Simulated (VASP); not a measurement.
# Si2As (Fm-3m) in VASP: further runs, part 2 of 2

VASP 6.6.1.

## (3) Relaxation of cell and atoms, PBE

This run uses another cell than the first one, of 19.36 Å³/atom.

File INCAR:

```
  ALGO = Normal
  EDIFF = 1E-6
  EDIFFG = -0.01
  ENCUT = 600
  GGA = PE
  IBRION = 2
  ISIF = 3
  ISMEAR = 0
  LASPH = T
  LCHARG = F
  LREAL = F
  LWAVE = F
  NELM = 60
  NSW = 100
  PREC = Accurate
  SIGMA = 0.1
```

File KPOINTS:

```
k-points
0
Gamma
  14 14 14
```

File POSCAR:

```
Si2As
1.0
    0.0000000000      3.0737966297      3.0737966297
    3.0737966297      0.0000000000      3.0737966297
    3.0737966297      3.0737966297      0.0000000000
Si As
2 1
Direct
    0.2500000000      0.2500000000      0.2500000000
    0.7500000000      0.7500000000      0.7500000000
    0.0000000000      0.0000000000      0.0000000000
```

Potentials or basis: VASP PAW PBE potentials, release 64 (Si, As).

Started as:

```bash
$ cat potpaw_PBE.64/Si/POTCAR potpaw_PBE.64/As/POTCAR > POTCAR
$ mpirun -np 1 vasp_std > vasp.out
```

OUTCAR:

```text
EDIFF = 1E-6
   EDIFFG = -0.01
   ENCUT = 600
   GGA = PE
   IBRION = 2
   ISIF = 3
   ISMEAR = 0
   LASPH = T
   LREAL = F
   NELM = 60
   NSW = 100
   PREC = Accurate

 ion  position               nearest neighbor table
   1  0.250  0.250  0.250-   3 2.66   3 2.66   3 2.66   3 2.66   2 3.07   2 3.07   2 3.07   2 3.07
                             2 3.07   2 3.07
   2  0.750  0.750  0.750-   3 2.66   3 2.66   3 2.66   3 2.66   1 3.07   1 3.07   1 3.07   1 3.07
                             1 3.07   1 3.07
   3  0.000  0.000  0.000-   2 2.66   2 2.66   2 2.66   1 2.66   1 2.66   1 2.66   2 2.66   1 2.66

  LATTYP: Found a face centered cubic cell.
 ALAT       =     6.1475932594

  Lattice vectors:

 A1 = (   0.0000000000,   3.0737966297,   3.0737966297)
 A2 = (   3.0737966297,   0.0000000000,   3.0737966297)
 A3 = (   3.0737966297,   3.0737966297,   0.0000000000)

Analysis of symmetry for initial positions (statically):
=====================================================================
 Subroutine PRICEL returns:
 Original cell was already a primitive cell.

 Routine SETGRP: Setting up the symmetry group for a
 face centered cubic supercell.

 Subroutine GETGRP returns: Found 48 space group operations
 (whereof 48 operations were pure point group operations)
 out of a pool of 48 trial point group operations.

The static configuration has the point symmetry O_h .

Analysis of symmetry for dynamics (positions and initial velocities):
=====================================================================
 Subroutine PRICEL returns:
 Original cell was already a primitive cell.

 Routine SETGRP: Setting up the symmetry group for a
 face centered cubic supercell.

 Subroutine GETGRP returns: Found 48 space group operations
 (whereof 48 operations were pure point group operations)
 out of a pool of 48 trial point group operations.

The dynamic configuration has the point symmetry O_h .

 Subroutine INISYM returns: Found 48 space group operations
 (whereof 48 operations are pure point group operations),
 and found     1 'primitive' translations

[... 502 lines left out ...]

 number of electron      13.0000000 magnetization

 Free energy of the ion-electron system (eV)
  ---------------------------------------------------
  ext. energy  EPLUGINS =         0.00000000
  ---------------------------------------------------
  free energy    TOTEN  =       -13.39613545 eV

  energy without entropy =      -13.38574441  energy(sigma->0) =      -13.39093993

 E-fermi :   6.5630     XC(G=0):  -9.9551

 val. band max:        6.5582654762   @ k =   0.3571   0.2143   0.0714
 cond. band min:       6.5648654469   @ k =   0.4286   0.1429   0.0000
 fundamental gap:      0.0065999707
 Fermi energy:         6.5629696042

 k-point     1 :       0.0000    0.0000    0.0000
  band No.  band energies     occupation
      1      -7.5752      2.00000
      2       2.3036      2.00000
      3       3.1574      2.00000
      4       3.7170      2.00000
      5       3.7170      2.00000
      6       3.7170      2.00000
      7       4.8087      2.00000
      8       4.8087      2.00000
      9       4.8087      2.00000
     10       9.9292      0.00000
[... 287 lines left out ...]
 k-point    24 :       0.2857    0.1429    0.0000
  band No.  band energies     occupation
      1      -6.9104      2.00000
      2      -0.6306      2.00000
      3       0.8179      2.00000
      4       2.1771      2.00000
      5       3.2513      2.00000
      6       4.9965      2.00000
      7       6.5755      0.85955
      8       6.7416      0.01154
      9       7.6473      0.00000
     10       8.8866      0.00000

 [... further k-points ...]

------------------------ aborting loop because EDIFF is reached ----------------------------------------

  FORCE on cell =-STRESS in cart. coord.  units (eV):
  Direction    XX          YY          ZZ          XY          YZ          ZX
  --------------------------------------------------------------------------------------
  -------------------------------------------------------------------------------------
  Total       -0.0131731     -0.0131731     -0.0131731      0.0000000      0.0000000      0.0000000
  in kB       -0.3560753     -0.3560753     -0.3560753      0.0000000      0.0000000      0.0000000
  external PRESSURE =      -0.3560753 kB  Pullay stress =       0.0000000 kB

 VOLUME and BASIS-vectors are now :
 -----------------------------------------------------------------------------
  energy-cutoff  :      600.00
  volume of cell :       59.27
      direct lattice vectors                 reciprocal lattice vectors
     0.000000000  3.094629502  3.094629502    -0.161570230  0.161570230  0.161570230
     3.094629502  0.000000000  3.094629502     0.161570230 -0.161570230  0.161570230
     3.094629502  3.094629502  0.000000000     0.161570230  0.161570230 -0.161570230

 POSITION                                       TOTAL-FORCE (eV/Angst)
 -----------------------------------------------------------------------------------
      1.54731      1.54731      1.54731        -0.000000     -0.000000     -0.000000
      4.64194      4.64194      4.64194         0.000000      0.000000      0.000000
      3.09463      3.09463      0.00000        -0.000000      0.000000     -0.000000
 -----------------------------------------------------------------------------------
    total drift:                                0.000000      0.000000      0.000000

  FREE ENERGIE OF THE ION-ELECTRON SYSTEM (eV)
  ---------------------------------------------------
  free  energy   TOTEN  =       -13.3961354501 eV

  energy  without entropy=      -13.3857444095  energy(sigma->0) =      -13.39093993

 reached required accuracy - stopping structural energy minimisation
```

OSZICAR:

```text
N       E                     dE             d eps       ncg     rms          rms(c)
DAV:   1     0.275333683984E+02    0.27533E+02   -0.56548E+03  2080   0.118E+03
DAV:   2    -0.114089611537E+02   -0.38942E+02   -0.37155E+02  2664   0.141E+02
DAV:   3    -0.133877380182E+02   -0.19788E+01   -0.18744E+01  2802   0.282E+01
DAV:   4    -0.134246029644E+02   -0.36865E-01   -0.35987E-01  2844   0.350E+00
DAV:   5    -0.134252834111E+02   -0.68045E-03   -0.67949E-03  2748   0.371E-01    0.406E+00
DAV:   6    -0.134040633528E+02    0.21220E-01   -0.75580E-03  2690   0.567E-01    0.239E+00
DAV:   7    -0.133920308637E+02    0.12032E-01   -0.10712E-02  2516   0.730E-01    0.143E-01
DAV:   8    -0.133920090047E+02    0.21859E-04   -0.74505E-04  2456   0.207E-01    0.667E-02
DAV:   9    -0.133920477670E+02   -0.38762E-04   -0.15260E-04  2478   0.884E-02    0.208E-02
DAV:  10    -0.133920445053E+02    0.32617E-05   -0.17435E-05  2508   0.254E-02    0.625E-03
DAV:  11    -0.133920451144E+02   -0.60911E-06   -0.28409E-06  2166   0.129E-02
   1 F= -.13392045E+02 E0= -.13386858E+02  d E =-.133920E+02
       N       E                     dE             d eps       ncg     rms          rms(c)
DAV:   1    -0.134023408529E+02   -0.10296E-01   -0.18184E-01  2130   0.255E+00    0.383E-01
DAV:   2    -0.133978476300E+02    0.44932E-02   -0.61828E-03  2218   0.595E-01    0.207E-01
DAV:   3    -0.133962405753E+02    0.16071E-02   -0.43418E-03  2308   0.374E-01    0.506E-02
DAV:   4    -0.133961461644E+02    0.94411E-04   -0.43428E-04  2382   0.138E-01    0.185E-02
DAV:   5    -0.133961353515E+02    0.10813E-04   -0.50729E-05  2380   0.525E-02    0.173E-02
DAV:   6    -0.133961354501E+02   -0.98579E-07   -0.43075E-06  2322   0.153E-02
   2 F= -.13396135E+02 E0= -.13390940E+02  d E =-.409034E-02
```

It took 49 s on 1 thread of Intel Xeon Platinum 8488C (Sapphire Rapids), shared host; peak memory 0.26 GiB.

What came out:

| Item | Value |
| --- | --- |
| Free energy | -13.3961 eV |
| Relaxed volume | 19.76 Å³/atom |
| Relaxed cell | a = 4.376 Å, b = 4.376 Å, c = 4.376 Å, α = 60.00°, β = 60.00°, γ = 60.00° |
| Space group after relaxing (to 0.1 Å) | Fm-3m (No. 225) |
| Energy gained by relaxing | 1.4 meV/atom |
| Ionic steps | 2 |
| Pressure after relaxing | 0.0 GPa |
| Band gap on the k mesh | zero (an odd number of electrons rules out a gap without spin polarisation) |

The path:
| step | energy change (eV) | largest force (eV/Å) | pressure (GPa) | volume (Å³) |
| --- | --- | --- | --- | --- |
| 1 | 0.0000 | 0.0000 | 1.16 | 58.08 |
| 2 | -0.0041 | 0.0000 | -0.04 | 59.27 |

Final structure:
```
Si As
1.0
     0.00000    3.09463    3.09463
     3.09463    0.00000    3.09463
     3.09463    3.09463    0.00000
Si As
2 1
Cartesian
  1.5473 1.5473 1.5473
  4.6419 4.6419 4.6419
  3.0946 3.0946 0.0000
```

Caveat: an odd number of electrons without spin polarisation forces a metal; a magnetic or distorted state may lie lower.
